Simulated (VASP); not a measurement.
# MgO (P6_3/mmc) in VASP: single point with PBE

Aim: the single point of MgO with PBE.

Everything below comes from runs of VASP 6.6.1. Logs are shortened: lines on timing, memory, paths and dates and some standing lists are left out, and cuts for length are marked.

## 1. The cell of the first run

The structure is hexagonal, space group P6_3/mmc (No. 194). The conventional cell has a = 3.521 Å, b = 3.521 Å, c = 4.239 Å, α = 90.00°, β = 90.00°, γ = 120.00°. Within 2.7 Å of Mg (site symmetry -6m2) lie 5 O at 2.03 to 2.12 Å. O (site symmetry -6m2) has 5 Mg at 2.03 to 2.12 Å within 2.7 Å.

## 2. Single point, PBE

Input file INCAR:

```
PREC = Accurate ; ENCUT = 520
EDIFF = 1E-6 ; ISMEAR = 0
SIGMA = 0.05 ; LREAL = F
LASPH = T ; NELM = 80
ALGO = Normal ; ISIF = 2
LWAVE = F ; LCHARG = F
GGA = PE ; NBANDS = 16
```

Input file KPOINTS:

```
regular mesh
0
Gamma
  9 9 6
```

Input file POSCAR:

```
MgO
1.0
    3.5209170554      0.0000000000      0.0000000000
   -1.7604585277      3.0492036146      0.0000000000
    0.0000000000      0.0000000000      4.2386600512
Mg O
2 2
Direct
    0.6666666667      0.3333333333      0.7500000000
    0.3333333333      0.6666666667      0.2500000000
    0.6666666667      0.3333333333      0.2500000000
    0.3333333333      0.6666666667      0.7500000000
```

Potentials or basis: VASP PAW PBE potentials, release 64 (Mg, O).

Started as:

```bash
$ cat potpaw_PBE.64/Mg/POTCAR potpaw_PBE.64/O/POTCAR > POTCAR
$ mpirun -np 1 vasp_std > vasp.out
```

OUTCAR:

```text
PREC = Accurate
   ENCUT = 520
   EDIFF = 1E-6
   ISMEAR = 0
   LREAL = F
   LASPH = T
   NELM = 80
   ISIF = 2
   GGA = PE

 ion  position               nearest neighbor table
   1  0.667  0.333  0.750-   4 2.03   4 2.03   4 2.03   3 2.12   3 2.12   2 2.94   2 2.94   2 2.94
                             2 2.94   2 2.94   2 2.94
   2  0.333  0.667  0.250-   3 2.03   3 2.03   3 2.03   4 2.12   4 2.12   1 2.94   1 2.94   1 2.94
                             1 2.94   1 2.94   1 2.94
   3  0.667  0.333  0.250-   2 2.03   2 2.03   2 2.03   1 2.12   1 2.12
   4  0.333  0.667  0.750-   1 2.03   1 2.03   1 2.03   2 2.12   2 2.12

  LATTYP: Found a hexagonal cell.
 ALAT       =     3.5209170554
 C/A-ratio  =     1.2038511514

  Lattice vectors:

 A1 = (   3.5209170554,   0.0000000000,   0.0000000000)
 A2 = (  -1.7604585277,   3.0492036146,   0.0000000000)
 A3 = (   0.0000000000,   0.0000000000,   4.2386600512)

Analysis of symmetry for initial positions (statically):
=====================================================================
 Subroutine PRICEL returns:
 Original cell was already a primitive cell.

 Routine SETGRP: Setting up the symmetry group for a
 hexagonal supercell.

 Subroutine GETGRP returns: Found 24 space group operations
 (whereof 12 operations were pure point group operations)
 out of a pool of 24 trial point group operations.

The static configuration has the point symmetry D_3d.
 The point group associated with its full space group is D_6h.

Analysis of symmetry for dynamics (positions and initial velocities):
=====================================================================
 Subroutine PRICEL returns:
 Original cell was already a primitive cell.

 Routine SETGRP: Setting up the symmetry group for a
 hexagonal supercell.

 Subroutine GETGRP returns: Found 24 space group operations
 (whereof 12 operations were pure point group operations)
 out of a pool of 24 trial point group operations.

The dynamic configuration has the point symmetry D_3d.
 The point group associated with its full space group is D_6h.

 Subroutine INISYM returns: Found 24 space group operations
 (whereof 12 operations are pure point group operations),
 and found     1 'primitive' translations

----------------------------------------------------------------------------------------

                                     Primitive cell

[... 90 lines left out ...]
   LSORBIT =      F    spin-orbit coupling
   LASPH  =      T    aspherical Exc in radial PAW
   ENCUT  =  520.0 eV  38.22 Ry    6.18 a.u.   6.55  6.55  7.88*2*pi/ulx,y,z
   NELM   =     80;   NELMIN=  2; NELMDL= -5     # of ELM steps
   EDIFF  = 0.1E-05   stopping-criterion for ELM
   LREAL  =      F    real-space projection
   EDIFFG = 0.1E-04   stopping-criterion for IOM
   NSW    =      0    number of steps for IOM
   IBRION =     -1    ionic relax: 0-MD 1-quasi-New 2-CG
   NFREE  =      0    steps in history (QN), initial steepest desc. (CG)
   ISIF   =      2    stress and relaxation
   ISYM   =      2    0-nonsym 1-usesym 2-fastsym
   POTIM  = 0.5000    time-step for ionic-motion
   TEBEG  =    0.0;   TEEND  =   0.0 temperature during run
   PSTRESS=    0.0 pullay stress
   NELECT =      16.0000    total number of electrons
   NUPDOWN=      -1.0000    fix difference up-down
   EMIN   =  10.00;   EMAX   =-10.00  energy-range for DOS
   EFERMI =   0.00;   METHOD = LEGACY
   ISMEAR =     0;   SIGMA  =   0.05  broadening in eV -4-tet -1-fermi 0-gaus
   EFERMI_NEDOS =   21; number of points for ismear=-14 and -15
   IALGO  =     38    algorithm
   IMIX   =      4    mixing-type and parameters
     AMIX     =   0.40;   BMIX     =  1.00
     AMIX_MAG =   1.60;   BMIX_MAG =  1.00
  volume/ion in A,a.u.               =      11.38        76.77
  Fermi-wavevector in a.u.,A,eV,Ry     =   1.155468  2.183518 18.165221  1.335106
  Thomas-Fermi vector in A             =   2.292096
   LORBIT       =      0    0 simple, 1 ext, 2 COOP (PROOUT), +10 PAW based schemes
   GGA     = PE    functional components
   LHFCALC =     F    Hartree Fock is set to
   AEXX    =    0.0000 exact exchange contribution
   IVDW    =     0    specifies the selected vdW correction
   LEPSILON=     F    determine dielectric tensor
   LRPA    =     F    only Hartree local field effects (RPA)
 non-spin polarized calculation
 Gauss-broadening in eV      SIGMA  =   0.05
  energy-cutoff  :      520.00
  volume of cell :       45.51
 maximum number of plane-waves:      1252
 NGX is ok and might be reduce to    28
   NGX = 13   NGY = 13   NGZ = 15

 number of electron      15.9999990 magnetization

 Free energy of the ion-electron system (eV)
  ---------------------------------------------------
  ext. energy  EPLUGINS =         0.00000000
  ---------------------------------------------------
  free energy    TOTEN  =       -23.67520821 eV

  energy without entropy =      -23.67520821  energy(sigma->0) =      -23.67520821

 E-fermi :   2.0363     XC(G=0):  -9.9253

 val. band max:        1.7942424397   @ k =   0.0000   0.0000   0.0000
 cond. band min:       5.0534569673   @ k =   0.0000   0.0000   0.0000
 fundamental gap:      3.2592145276
 Fermi energy:         2.0363414515

 k-point     1 :       0.0000    0.0000    0.0000
  band No.  band energies     occupation
      1     -15.0007      2.00000
      2     -13.6943      2.00000
      3      -1.7419      2.00000
      4       0.1231      2.00000
      5       0.1231      2.00000
      6       1.0212      2.00000
[... 433 lines left out ...]
      3      -1.5807      2.00000
      4      -0.9426      2.00000
      5      -0.9426      2.00000
      6       0.6487      2.00000
[... 8 lines left out ...]
     15      15.6466      0.00000
     16      17.9610      0.00000

 [... further k-points ...]
[... 5 lines left out ...]
  --------------------------------------------------------------------------------------
  -------------------------------------------------------------------------------------
  Total       -0.1524782     -0.1524782     -0.1956975      0.0000000      0.0000000      0.0000000
  in kB       -5.3684346     -5.3684346     -6.8900909      0.0000000      0.0000000      0.0000000
  external PRESSURE =      -5.8756534 kB  Pullay stress =       0.0000000 kB

 VOLUME and BASIS-vectors are now :
 -----------------------------------------------------------------------------
  energy-cutoff  :      520.00
  volume of cell :       45.51
      direct lattice vectors                 reciprocal lattice vectors
     3.520917055  0.000000000  0.000000000     0.284016915  0.163977242  0.000000000
    -1.760458528  3.049203615  0.000000000     0.000000000  0.327954485  0.000000000
     0.000000000  0.000000000  4.238660051     0.000000000  0.000000000  0.235923615

 POSITION                                       TOTAL-FORCE (eV/Angst)
 -----------------------------------------------------------------------------------
      1.76046      1.01640      3.17900        -0.000000      0.000000      0.000000
     -0.00000      2.03280      1.05967         0.000000      0.000000      0.000000
      1.76046      1.01640      1.05967         0.000000     -0.000000      0.000000
     -0.00000      2.03280      3.17900        -0.000000      0.000000      0.000000
 -----------------------------------------------------------------------------------
    total drift:                                0.000000     -0.000000      0.000000

  FREE ENERGIE OF THE ION-ELECTRON SYSTEM (eV)
  ---------------------------------------------------
  free  energy   TOTEN  =       -23.6752082052 eV

  energy  without entropy=      -23.6752082052  energy(sigma->0) =      -23.67520821
```

Wall time 21 s (1 thread of Intel Xeon 6975P-C, shared host); peak memory 0.18 GiB.

Results:

| Item | Value |
| --- | --- |
| Free energy | -23.6752 eV |
| Pressure | -0.6 GPa |
| Band gap on the k mesh | 3.26 eV, direct |

PBE gaps usually lie below the measured ones, often by a third to a half.
